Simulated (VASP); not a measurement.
# SiC (I-4m2) in VASP: notebook

Runs on SiC. Level: PBEsol. Tasks: single point.

All numbers are computed with VASP 6.6.1; they aren't measurements. Logs are shortened: lines on timing, memory, paths and dates and some standing lists are left out, and cuts for length are marked.

## Step 1: The cell of the first run

The structure is tetragonal, space group I-4m2 (No. 119). The conventional cell has a = 2.911 Å, b = 2.911 Å, c = 4.516 Å, α = 90.00°, β = 90.00°, γ = 90.00°. Within 2.4 Å of Si (site symmetry -4m2) lie 4 C at 1.84 Å. Within 2.4 Å of C (site symmetry -4m2) lie 4 Si at 1.84 Å.

## Step 2: Single point, PBEsol

Contents of INCAR:

```
SYSTEM = SiC
PREC = Accurate
ENCUT = 520
EDIFF = 1E-6
ISMEAR = 0
SIGMA = 0.1
LREAL = .FALSE.
LASPH = .TRUE.
NELM = 80
ALGO = Normal
ISIF = 2
LWAVE = .FALSE.
LCHARG = .FALSE.
GGA = PS
NBANDS = 11
ISYM = 0
```

Contents of KPOINTS:

```
Automatic mesh
0
G
  12 12 15
  0 0 0
```

Contents of POSCAR:

```
SiC
1.0
    2.9105323064      0.0000000000     -0.0000009992
    0.0000000000      2.9105323064     -0.0000009992
   -1.4552669538     -1.4552669538      2.2578162148
Si C
1 1
Direct
    0.0000000704     -0.0000000704      0.0000000000
    0.2499999296      0.7500000704      0.5000000000
```

Potentials or basis: VASP PAW PBE potentials, release 64 (Si, C).

Run with:

```bash
$ cat potpaw_PBE.64/Si/POTCAR potpaw_PBE.64/C/POTCAR > POTCAR
$ mpirun -np 1 vasp_std > vasp.out
```

OUTCAR:

```text
SYSTEM = SiC
   PREC = Accurate
   ENCUT = 520
   EDIFF = 1E-6
   ISMEAR = 0
   LREAL = .FALSE.
   LASPH = .TRUE.
   NELM = 80
   ISIF = 2
   GGA = PS
   ISYM = 0

 ion  position               nearest neighbor table
   1  0.000  1.000  0.000-   2 1.84   2 1.84   2 1.84   2 1.84
   2  0.250  0.750  0.500-   1 1.84   1 1.84   1 1.84   1 1.84

IMPORTANT INFORMATION: All symmetrisations will be switched off!
NOSYMM: (Re-)initialisation of all symmetry stuff for point group C_1.

----------------------------------------------------------------------------------------

                                     Primitive cell

  volume of cell :      19.1264

  direct lattice vectors                    reciprocal lattice vectors
     2.910532306  0.000000000 -0.000000999     0.343579839  0.000000076  0.221453143
     0.000000000  2.910532306 -0.000000999     0.000000076  0.343579839  0.221453143
    -1.455266954 -1.455266954  2.257816215     0.000000152  0.000000152  0.442906042

  length of vectors
     2.910532306  2.910532306  3.055051206     0.408764725  0.408764725  0.442906042

  position of ions in fractional coordinates (direct lattice)
     0.000000070  0.999999930  0.000000000
     0.249999930  0.750000070  0.500000000

  ion indices of the primitive-cell ions
   primitive index   ion index
                 1           1
                 2           2

----------------------------------------------------------------------------------------

 KPOINTS: Automatic mesh

Automatic generation of k-mesh.
 Grid dimensions read from file:
 generate k-points for:   12   12   15

 Generating k-lattice:

  Cartesian coordinates                     Fractional coordinates (reciprocal lattice)
     0.028631653  0.000000006  0.018454429     0.083333333  0.000000000 -0.000000000
     0.000000006  0.028631653  0.018454429     0.000000000  0.083333333 -0.000000000
     0.000000010  0.000000010  0.029527069     0.000000000  0.000000000  0.066666667

  Length of vectors
     0.034063727  0.034063727  0.029527069

  Shift w.r.t. Gamma in fractional coordinates (k-lattice)
     0.000000000  0.000000000  0.000000000

 -----------------------------------------------------------------------------
|                                                                             |
|           W    W    AA    RRRRR   N    N  II  N    N   GGGG   !!!           |
|           W    W   A  A   R    R  NN   N  II  NN   N  G    G  !!!           |
|           W    W  A    A  R    R  N N  N  II  N N  N  G       !!!           |
|           W WW W  AAAAAA  RRRRR   N  N N  II  N  N N  G  GGG   !            |
|           WW  WW  A    A  R   R   N   NN  II  N   NN  G    G                |
|           W    W  A    A  R    R  N    N  II  N    N   GGGG   !!!           |
|                                                                             |
|     Your reciprocal lattice and k-lattice belong to different lattice       |
|     classes:                                                                |
|                                                                             |
|        The reciprocal lattice is body-centered tetragonal,                  |
|        whereas your k-lattice is base-centered monoclinic.                  |
|                                                                             |
|     Results are often still useful ...                                      |
|                                                                             |
 -----------------------------------------------------------------------------

 WARNING: IBZKPT: internal override: KBLOWUP is changed to .FALSE.
      ... skipping the blow-up phase ...

 Subroutine IBZKPT returns following result:
 ===========================================

 Found   1082 irreducible k-points:

 Following reciprocal coordinates:
            Coordinates               Weight
  0.000000  0.000000  0.000000      1.000000
  0.083333  0.000000 -0.000000      2.000000
  0.166667  0.000000 -0.000000      2.000000
  0.250000  0.000000 -0.000000      2.000000
  0.333333  0.000000 -0.000000      2.000000
  0.416667  0.000000  0.000000      2.000000
[... 16 lines left out ...]
  0.250000  0.166667  0.000000      2.000000
  0.333333  0.166667  0.000000      2.000000
 [... further k-points ...]
   k-points           NKPTS =   1082   k-points in BZ     NKDIM =   1082   number of bands    NBANDS=     11
   number of dos      NEDOS =    301   number of ions     NIONS =      2
   total plane-waves  NPLWV =  13824
   dimension x,y,z NGX =    24 NGY =   24 NGZ =   24
   dimension x,y,z NGXF=    48 NGYF=   48 NGZF=   48
   ions per type =               1   1
   NGX,Y,Z   is equivalent  to a cutoff of  13.71, 13.71, 13.06 a.u.
   NGXF,Y,Z  is equivalent  to a cutoff of  27.42, 27.42, 26.12 a.u.
 SYSTEM =  SiC
   PREC   = accura    normal or accurate (medium, high low for compatibility)
   ISTART =      0    job   : 0-new  1-cont  2-samecut
   ICHARG =      2    charge: 1-file 2-atom 10-const
   ISPIN  =      1    spin polarized calculation?
   LNONCOLLINEAR =      F non collinear calculations
   LSORBIT =      F    spin-orbit coupling
   LASPH  =      T    aspherical Exc in radial PAW
   ENCUT  =  520.0 eV  38.22 Ry    6.18 a.u.   5.41  5.41  5.68*2*pi/ulx,y,z
   NELM   =     80;   NELMIN=  2; NELMDL= -5     # of ELM steps
   EDIFF  = 0.1E-05   stopping-criterion for ELM
   LREAL  =      F    real-space projection
   EDIFFG = 0.1E-04   stopping-criterion for IOM
   NSW    =      0    number of steps for IOM
   IBRION =     -1    ionic relax: 0-MD 1-quasi-New 2-CG
   NFREE  =      0    steps in history (QN), initial steepest desc. (CG)
   ISIF   =      2    stress and relaxation
   ISYM   =      0    0-nonsym 1-usesym 2-fastsym
   POTIM  = 0.5000    time-step for ionic-motion
   TEBEG  =    0.0;   TEEND  =   0.0 temperature during run
   PSTRESS=    0.0 pullay stress
   NELECT =       8.0000    total number of electrons
   NUPDOWN=      -1.0000    fix difference up-down
   EMIN   =  10.00;   EMAX   =-10.00  energy-range for DOS
   EFERMI =   0.00;   METHOD = LEGACY
   ISMEAR =     0;   SIGMA  =   0.10  broadening in eV -4-tet -1-fermi 0-gaus
   EFERMI_NEDOS =   21; number of points for ismear=-14 and -15
   IALGO  =     38    algorithm
   IMIX   =      4    mixing-type and parameters
     AMIX     =   0.40;   BMIX     =  1.00
     AMIX_MAG =   1.60;   BMIX_MAG =  1.00
  volume/ion in A,a.u.               =       9.56        64.54
  Fermi-wavevector in a.u.,A,eV,Ry     =   1.224317  2.313623 20.394469  1.498951
  Thomas-Fermi vector in A             =   2.359396
   LORBIT       =      0    0 simple, 1 ext, 2 COOP (PROOUT), +10 PAW based schemes
   GGA     = PS    functional components
   LHFCALC =     F    Hartree Fock is set to
   AEXX    =    0.0000 exact exchange contribution
   IVDW    =     0    specifies the selected vdW correction
   LEPSILON=     F    determine dielectric tensor
   LRPA    =     F    only Hartree local field effects (RPA)
 non-spin polarized calculation
 Gauss-broadening in eV      SIGMA  =   0.10
  energy-cutoff  :      520.00
  volume of cell :       19.13
 maximum number of plane-waves:       531
 NGX is ok and might be reduce to    24
   NGX = 11   NGY = 11   NGZ = 11

 number of electron       7.9999999 magnetization

 Free energy of the ion-electron system (eV)
  ---------------------------------------------------
  ext. energy  EPLUGINS =         0.00000000
  ---------------------------------------------------
  free energy    TOTEN  =       -15.72036474 eV

  energy without entropy =      -15.72036473  energy(sigma->0) =      -15.72036474

 E-fermi :   9.6013     XC(G=0): -11.8552

 val. band max:        9.2738317983   @ k =  -0.0000  -0.1667   0.0667
 cond. band min:       9.8991627012   @ k =   0.5000   0.5000   0.0000
 fundamental gap:      0.6253309029
 Fermi energy:         9.6013051586

 k-point     1 :       0.0000    0.0000    0.0000
  band No.  band energies     occupation
      1      -7.0798      2.00000
      2       8.5036      2.00000
      3       9.2525      2.00000
      4       9.2525      2.00000
      5      16.0077      0.00000
      6      16.7626      0.00000
      7      16.7626      0.00000
      8      16.9091      0.00000
      9      22.1419      0.00000
     10      24.4455      0.00000
     11      25.4495      0.00000

 k-point     2 :       0.0833    0.0000   -0.0000
  band No.  band energies     occupation
      1      -6.9341      2.00000
      2       8.0839      2.00000
      3       8.8030      2.00000
      4       9.1871      2.00000
      5      16.1144      0.00000
      6      16.7560      0.00000
      7      16.9664      0.00000
      8      17.2955      0.00000
      9      21.5675      0.00000
     10      24.4123      0.00000
     11      25.3731      0.00000

 k-point     3 :       0.1667    0.0000   -0.0000
  band No.  band energies     occupation
      1      -6.5006      2.00000
      2       6.5370      2.00000
      3       8.3230      2.00000
      4       9.0263      2.00000
      5      15.6699      0.00000
      6      17.1586      0.00000
      7      17.4395      0.00000
      8      18.1396      0.00000
      9      21.3178      0.00000
     10      23.1754      0.00000
     11      25.5135      0.00000
[... 267 lines left out ...]
 k-point    23 :       0.2500    0.1667    0.0000
  band No.  band energies     occupation
      1      -4.7589      2.00000
      2       3.5640      2.00000
      3       6.0541      2.00000
      4       7.9180      2.00000
      5      15.0802      0.00000
      6      16.7556      0.00000
      7      18.4192      0.00000
      8      19.3425      0.00000
      9      21.5536      0.00000
     10      24.8740      0.00000
     11      28.8615      0.00000

 k-point    24 :       0.3333    0.1667    0.0000
  band No.  band energies     occupation
      1      -3.7382      2.00000
      2       1.8692      2.00000
      3       5.9139      2.00000
      4       7.4911      2.00000
      5      14.3921      0.00000
      6      16.5534      0.00000
      7      18.5704      0.00000
      8      20.3460      0.00000
      9      23.1016      0.00000
     10      24.9287      0.00000
     11      28.6771      0.00000

 [... further k-points ...]

------------------------ aborting loop because EDIFF is reached ----------------------------------------

  FORCE on cell =-STRESS in cart. coord.  units (eV):
  Direction    XX          YY          ZZ          XY          YZ          ZX
  --------------------------------------------------------------------------------------
  -------------------------------------------------------------------------------------
  Total        3.5063009      3.5063000      0.0511181     -0.0000003      0.0000147      0.0000174
  in kB      293.7152706    293.7151927      4.2820548     -0.0000289      0.0012315      0.0014554
  external PRESSURE =     197.2375060 kB  Pullay stress =       0.0000000 kB

 VOLUME and BASIS-vectors are now :
 -----------------------------------------------------------------------------
  energy-cutoff  :      520.00
  volume of cell :       19.13
      direct lattice vectors                 reciprocal lattice vectors
     2.910532306  0.000000000 -0.000000999     0.343579839  0.000000076  0.221453143
     0.000000000  2.910532306 -0.000000999     0.000000076  0.343579839  0.221453143
    -1.455266954 -1.455266954  2.257816215     0.000000152  0.000000152  0.442906042

 POSITION                                       TOTAL-FORCE (eV/Angst)
 -----------------------------------------------------------------------------------
      0.00000      2.91053     -0.00000        -0.000000      0.000001      0.000000
     -0.00000      1.45527      1.12891         0.000000     -0.000001     -0.000000
 -----------------------------------------------------------------------------------
    total drift:                               -0.000000     -0.000001     -0.000000

  FREE ENERGIE OF THE ION-ELECTRON SYSTEM (eV)
  ---------------------------------------------------
  free  energy   TOTEN  =       -15.7203647416 eV

  energy  without entropy=      -15.7203647339  energy(sigma->0) =      -15.72036474
```

Wall time 53 s (1 thread of Intel Xeon 6975P-C (Granite Rapids), shared host); peak memory 0.31 GiB.

Results:

- Free energy: -15.7204 eV
- Pressure: 19.7 GPa
- Band gap on the k mesh: 0.63 eV (least direct gap 4.45 eV)

Caveat: the cell stands under pressure; the PAW data sets were made with another functional, which shifts forces and pressure a little; an odd mesh through Γ misses points on the zone boundary, where band edges can lie.

## Step 3: Single point, PBEsol

Contents of INCAR:

```
PREC = Accurate
ENCUT = 520
EDIFF = 1E-7
ISMEAR = -1
SIGMA = 0.1
LREAL = F
LASPH = T
NELM = 100
ALGO = Normal
ISIF = 2
LWAVE = F
LCHARG = F
GGA = PS
ISYM = 0
NBANDS = 11
```

Contents of KPOINTS:

```
Automatic mesh
0
Gamma
  12 12 15
```

Contents of POSCAR:

```
SiC
1.0
    2.9105323064      0.0000000000     -0.0000009994
    0.0000000000      2.9105323064     -0.0000009994
   -1.4552669539     -1.4552669539      2.2578161866
Si C
1 1
Direct
    0.0000000701     -0.0000000701      0.0000000000
    0.2499999299      0.7500000701      0.5000000000
```

Potentials or basis: VASP PAW PBE potentials, release 64 (Si, C).

Run with:

```bash
$ cat potpaw_PBE.64/Si/POTCAR potpaw_PBE.64/C/POTCAR > POTCAR
$ mpirun -np 1 vasp_std > vasp.out
```

Run time: 59 s. Hardware: 1 thread of Intel Xeon 6975P-C (Granite Rapids), shared host; peak memory 0.31 GiB.

Results (log left out):

* Free energy: -15.7204 eV
* Pressure: 19.7 GPa
* Band gap on the k mesh: 0.63 eV (least direct gap 4.45 eV)

Stress tensor (GPa, compression positive):
```
29.34  0.00  0.00
 0.00 29.34  0.00
 0.00  0.00  0.42
```

Levels at points of the mesh, in eV from the valence-band top:
```tsv
k point	band 2	band 3	band 4	band 5	band 6	band 7
(0.00, 0.00, 0.00)	-0.77	-0.02	-0.02	6.73	7.49	7.49
(0.50, 0.00, 0.00)	-9.33	-2.00	-0.71	4.80	7.46	7.97
(0.00, 0.50, 0.00)	-9.33	-2.00	-0.71	4.80	7.46	7.97
(0.50, 0.50, 0.00)	-7.97	-4.05	-3.88	0.63	3.65	12.73
```

Caveat: the cell stands under pressure; the PAW data sets were made with another functional, which shifts forces and pressure a little; an odd mesh through Γ misses points on the zone boundary, where band edges can lie.
